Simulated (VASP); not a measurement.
# CaS (Fm-3m) in VASP: single point with PBE

Aim: the single point of CaS with PBE.

Program: VASP 6.6.1. These are calculated values, not measurements. Logs are shortened: lines on timing, memory, paths and dates and some standing lists are left out, and cuts for length are marked.

## (1) The cell of the first run

The structure is cubic, space group Fm-3m (No. 225). The conventional cell has a = 5.794 Å, b = 5.794 Å, c = 5.794 Å, α = 90.00°, β = 90.00°, γ = 90.00°. Ca (site symmetry m-3m) has 6 S at 2.90 Å within 3.8 Å. Within 3.8 Å of S (site symmetry m-3m) lie 6 Ca at 2.90 Å.

## (2) Single point, PBE

Input file INCAR:

```
PREC = Accurate ; ENCUT = 500
EDIFF = 1E-6 ; ISMEAR = 0
SIGMA = 0.2246 ; LREAL = F
LASPH = T ; NELM = 120
ALGO = Normal ; ISIF = 2
LWAVE = F ; LCHARG = F
GGA = PE ; NBANDS = 15
GGA_COMPAT = F
```

Input file KPOINTS:

```
Automatic mesh
0
Gamma
  8 8 8
```

Input file POSCAR:

```
CaS
1.0
    0.0000000000      2.8968160000      2.8968160000
    2.8968160000      0.0000000000      2.8968160000
    2.8968160000      2.8968160000      0.0000000000
Ca S
1 1
Direct
    0.0000000000      0.0000000000      0.0000000000
    0.5000000000      0.5000000000      0.5000000000
```

Potentials or basis: VASP PAW PBE potentials, release 64 (Ca_sv, S).

Run with:

```
cat potpaw_PBE.64/Ca_sv/POTCAR potpaw_PBE.64/S/POTCAR > POTCAR
mpirun -np 1 vasp_std > vasp.out
```

OUTCAR:

```text
PREC = Accurate
   ENCUT = 500
   EDIFF = 1E-6
   ISMEAR = 0
   LREAL = F
   LASPH = T
   NELM = 120
   ISIF = 2
   GGA = PE

 ion  position               nearest neighbor table
   1  0.000  0.000  0.000-   2 2.90   2 2.90   2 2.90   2 2.90   2 2.90   2 2.90
   2  0.500  0.500  0.500-   1 2.90   1 2.90   1 2.90   1 2.90   1 2.90   1 2.90

  LATTYP: Found a face centered cubic cell.
 ALAT       =     5.7936320000

  Lattice vectors:

 A1 = (   0.0000000000,   2.8968160000,   2.8968160000)
 A2 = (   2.8968160000,   0.0000000000,   2.8968160000)
 A3 = (   2.8968160000,   2.8968160000,   0.0000000000)

Analysis of symmetry for initial positions (statically):
=====================================================================
 Subroutine PRICEL returns:
 Original cell was already a primitive cell.

 Routine SETGRP: Setting up the symmetry group for a
 face centered cubic supercell.

 Subroutine GETGRP returns: Found 48 space group operations
 (whereof 48 operations were pure point group operations)
 out of a pool of 48 trial point group operations.

The static configuration has the point symmetry O_h .

Analysis of symmetry for dynamics (positions and initial velocities):
=====================================================================
 Subroutine PRICEL returns:
 Original cell was already a primitive cell.

 Routine SETGRP: Setting up the symmetry group for a
 face centered cubic supercell.

 Subroutine GETGRP returns: Found 48 space group operations
 (whereof 48 operations were pure point group operations)
 out of a pool of 48 trial point group operations.

The dynamic configuration has the point symmetry O_h .

 Subroutine INISYM returns: Found 48 space group operations
 (whereof 48 operations are pure point group operations),
 and found     1 'primitive' translations

----------------------------------------------------------------------------------------

                                     Primitive cell

  volume of cell :      48.6175

  direct lattice vectors                    reciprocal lattice vectors
     0.000000000  2.896816000  2.896816000    -0.172603300  0.172603300  0.172603300
     2.896816000  0.000000000  2.896816000     0.172603300 -0.172603300  0.172603300
     2.896816000  2.896816000  0.000000000     0.172603300  0.172603300 -0.172603300

  length of vectors
     4.096716475  4.096716475  4.096716475     0.298957685  0.298957685  0.298957685

  position of ions in fractional coordinates (direct lattice)
     0.000000000  0.000000000  0.000000000
     0.500000000  0.500000000  0.500000000

  ion indices of the primitive-cell ions
   primitive index   ion index
                 1           1
                 2           2

----------------------------------------------------------------------------------------

 KPOINTS: Automatic mesh

Automatic generation of k-mesh.
 Grid dimensions read from file:
 generate k-points for:    8    8    8

 Generating k-lattice:

  Cartesian coordinates                     Fractional coordinates (reciprocal lattice)
    -0.021575412  0.021575412  0.021575412     0.125000000  0.000000000  0.000000000
     0.021575412 -0.021575412  0.021575412     0.000000000  0.125000000  0.000000000
     0.021575412  0.021575412 -0.021575412     0.000000000  0.000000000  0.125000000

  Length of vectors
     0.037369711  0.037369711  0.037369711

  Shift w.r.t. Gamma in fractional coordinates (k-lattice)
     0.000000000  0.000000000  0.000000000

 Subroutine IBZKPT returns following result:
 ===========================================

 Found     29 irreducible k-points:

 Following reciprocal coordinates:
            Coordinates               Weight
  0.000000  0.000000  0.000000      1.000000
  0.125000  0.000000  0.000000      8.000000
  0.250000  0.000000  0.000000      8.000000
  0.375000  0.000000  0.000000      8.000000
  0.500000  0.000000  0.000000      4.000000
  0.125000  0.125000  0.000000      6.000000
[... 16 lines left out ...]
  0.500000  0.250000  0.125000     48.000000
 -0.375000  0.250000  0.125000     24.000000
 [... further k-points ...]
   k-points           NKPTS =     29   k-points in BZ     NKDIM =     29   number of bands    NBANDS=     15
   number of dos      NEDOS =    301   number of ions     NIONS =      2
   total plane-waves  NPLWV =  27000
   dimension x,y,z NGX =    30 NGY =   30 NGZ =   30
   dimension x,y,z NGXF=    60 NGYF=   60 NGZF=   60
   ions per type =               1   1
   NGX,Y,Z   is equivalent  to a cutoff of  12.17, 12.17, 12.17 a.u.
   NGXF,Y,Z  is equivalent  to a cutoff of  24.35, 24.35, 24.35 a.u.
 SYSTEM =  unknown system
   PREC   = accura    normal or accurate (medium, high low for compatibility)
   ISTART =      0    job   : 0-new  1-cont  2-samecut
   ICHARG =      2    charge: 1-file 2-atom 10-const
   ISPIN  =      1    spin polarized calculation?
   LNONCOLLINEAR =      F non collinear calculations
   LSORBIT =      F    spin-orbit coupling
   LASPH  =      T    aspherical Exc in radial PAW
   ENCUT  =  500.0 eV  36.75 Ry    6.06 a.u.   7.47  7.47  7.47*2*pi/ulx,y,z
   NELM   =    120;   NELMIN=  2; NELMDL= -5     # of ELM steps
   EDIFF  = 0.1E-05   stopping-criterion for ELM
   LREAL  =      F    real-space projection
   EDIFFG = 0.1E-04   stopping-criterion for IOM
   NSW    =      0    number of steps for IOM
   IBRION =     -1    ionic relax: 0-MD 1-quasi-New 2-CG
   NFREE  =      0    steps in history (QN), initial steepest desc. (CG)
   ISIF   =      2    stress and relaxation
   ISYM   =      2    0-nonsym 1-usesym 2-fastsym
   POTIM  = 0.5000    time-step for ionic-motion
   TEBEG  =    0.0;   TEEND  =   0.0 temperature during run
   PSTRESS=    0.0 pullay stress
   NELECT =      16.0000    total number of electrons
   NUPDOWN=      -1.0000    fix difference up-down
   EMIN   =  10.00;   EMAX   =-10.00  energy-range for DOS
   EFERMI =   0.00;   METHOD = LEGACY
   ISMEAR =     0;   SIGMA  =   0.22  broadening in eV -4-tet -1-fermi 0-gaus
   EFERMI_NEDOS =   21; number of points for ismear=-14 and -15
   IALGO  =     38    algorithm
   IMIX   =      4    mixing-type and parameters
     AMIX     =   0.40;   BMIX     =  1.00
     AMIX_MAG =   1.60;   BMIX_MAG =  1.00
  volume/ion in A,a.u.               =      24.31       164.04
  Fermi-wavevector in a.u.,A,eV,Ry     =   1.130274  2.135909 17.381720  1.277520
  Thomas-Fermi vector in A             =   2.266970
   LORBIT       =      0    0 simple, 1 ext, 2 COOP (PROOUT), +10 PAW based schemes
   GGA     = PE    functional components
   LHFCALC =     F    Hartree Fock is set to
   AEXX    =    0.0000 exact exchange contribution
   IVDW    =     0    specifies the selected vdW correction
   LEPSILON=     F    determine dielectric tensor
   LRPA    =     F    only Hartree local field effects (RPA)
 non-spin polarized calculation
 Gauss-broadening in eV      SIGMA  =   0.22
  energy-cutoff  :      500.00
  volume of cell :       48.62
 maximum number of plane-waves:      1254
 NGX is ok and might be reduce to    30
   NGX = 15   NGY = 15   NGZ = 15

 number of electron      15.9999999 magnetization

 Free energy of the ion-electron system (eV)
  ---------------------------------------------------
  ext. energy  EPLUGINS =         0.00000000
  ---------------------------------------------------
  free energy    TOTEN  =       -10.35265116 eV

  energy without entropy =      -10.35265116  energy(sigma->0) =      -10.35265116

 E-fermi :   3.3158     XC(G=0):  -9.0955

 val. band max:        2.3735426078   @ k =   0.0000   0.0000   0.0000
 cond. band min:       4.8372212568   @ k =   0.5000   0.5000   0.0000
 fundamental gap:      2.4636786490
 Fermi energy:         3.3158210234

 k-point     1 :       0.0000    0.0000    0.0000
  band No.  band energies     occupation
      1     -37.0079      2.00000
      2     -17.9810      2.00000
      3     -17.9810      2.00000
      4     -17.9810      2.00000
      5      -8.7882      2.00000
      6       2.3735      2.00000
      7       2.3735      2.00000
      8       2.3735      2.00000
      9       6.2083      0.00000
     10       6.5369      0.00000
     11       6.5369      0.00000
     12       6.5369      0.00000
     13       7.0868      0.00000
     14       7.0868      0.00000
     15      13.1137      0.00000

 k-point     2 :       0.1250    0.0000    0.0000
  band No.  band energies     occupation
      1     -37.0066      2.00000
      2     -18.0007      2.00000
      3     -17.9826      2.00000
      4     -17.9826      2.00000
      5      -8.6937      2.00000
      6       1.7443      2.00000
      7       2.1713      2.00000
      8       2.1713      2.00000
      9       6.4653      0.00000
     10       6.7494      0.00000
     11       6.7494      0.00000
     12       7.0195      0.00000
     13       7.4593      0.00000
     14       7.4593      0.00000
     15      13.1546      0.00000

 k-point     3 :       0.2500    0.0000    0.0000
  band No.  band energies     occupation
      1     -37.0036      2.00000
      2     -18.0475      2.00000
      3     -17.9865      2.00000
      4     -17.9865      2.00000
      5      -8.4543      2.00000
      6       0.6445      2.00000
      7       1.7674      2.00000
      8       1.7674      2.00000
      9       6.6022      0.00000
     10       7.2883      0.00000
     11       7.2883      0.00000
     12       8.3085      0.00000
     13       8.3920      0.00000
     14       8.3920      0.00000
     15      12.4287      0.00000
[... 343 lines left out ...]
 k-point    23 :       0.5000    0.2500    0.1250
  band No.  band energies     occupation
      1     -36.9989      2.00000
      2     -18.0782      2.00000
      3     -18.0183      2.00000
      4     -17.9985      2.00000
      5      -8.1725      2.00000
      6       0.0154      2.00000
      7       1.1552      2.00000
      8       1.3788      2.00000
      9       6.6587      0.00000
     10       8.0605      0.00000
     11       8.3564      0.00000
     12       8.4741      0.00000
     13       9.0714      0.00000
     14      10.4596      0.00000
     15      10.8871      0.00000

 k-point    24 :      -0.3750    0.2500    0.1250
  band No.  band energies     occupation
      1     -36.9979      2.00000
      2     -18.0882      2.00000
      3     -18.0208      2.00000
      4     -18.0022      2.00000
      5      -8.1025      2.00000
      6      -0.1078      2.00000
      7       0.9765      2.00000
      8       1.2963      2.00000
      9       7.2744      0.00000
     10       7.5809      0.00000
     11       8.6270      0.00000
     12       8.8898      0.00000
     13       9.1850      0.00000
     14      10.1401      0.00000
     15      11.2848      0.00000

 [... further k-points ...]
[... 5 lines left out ...]
  --------------------------------------------------------------------------------------
  -------------------------------------------------------------------------------------
  Total       -0.6408562     -0.6408562     -0.6408562      0.0000000      0.0000000      0.0000000
  in kB      -21.1192471    -21.1192471    -21.1192471      0.0000000      0.0000000      0.0000000
  external PRESSURE =     -21.1192471 kB  Pullay stress =       0.0000000 kB

 VOLUME and BASIS-vectors are now :
 -----------------------------------------------------------------------------
  energy-cutoff  :      500.00
  volume of cell :       48.62
      direct lattice vectors                 reciprocal lattice vectors
     0.000000000  2.896816000  2.896816000    -0.172603300  0.172603300  0.172603300
     2.896816000  0.000000000  2.896816000     0.172603300 -0.172603300  0.172603300
     2.896816000  2.896816000  0.000000000     0.172603300  0.172603300 -0.172603300

 POSITION                                       TOTAL-FORCE (eV/Angst)
 -----------------------------------------------------------------------------------
      0.00000      0.00000      0.00000         0.000000     -0.000000      0.000000
      2.89682      2.89682      2.89682        -0.000000      0.000000     -0.000000
 -----------------------------------------------------------------------------------
    total drift:                               -0.000000      0.000000      0.000000

  FREE ENERGIE OF THE ION-ELECTRON SYSTEM (eV)
  ---------------------------------------------------
  free  energy   TOTEN  =       -10.3526511627 eV

  energy  without entropy=      -10.3526511627  energy(sigma->0) =      -10.35265116
```

Run time: 11 s. Hardware: 1 thread of Intel Xeon Platinum 8559C (Emerald Rapids), shared host; peak memory 0.17 GiB.

Results:

```yaml
Free_energy: -10.3527 eV
Pressure: -2.1 GPa
Band_gap_on_the_k_mesh: 2.46 eV, indirect (least direct gap 3.23 eV)
```

A k mesh can miss the band edges. As with any semilocal functional, this PBE gap is likely too small.
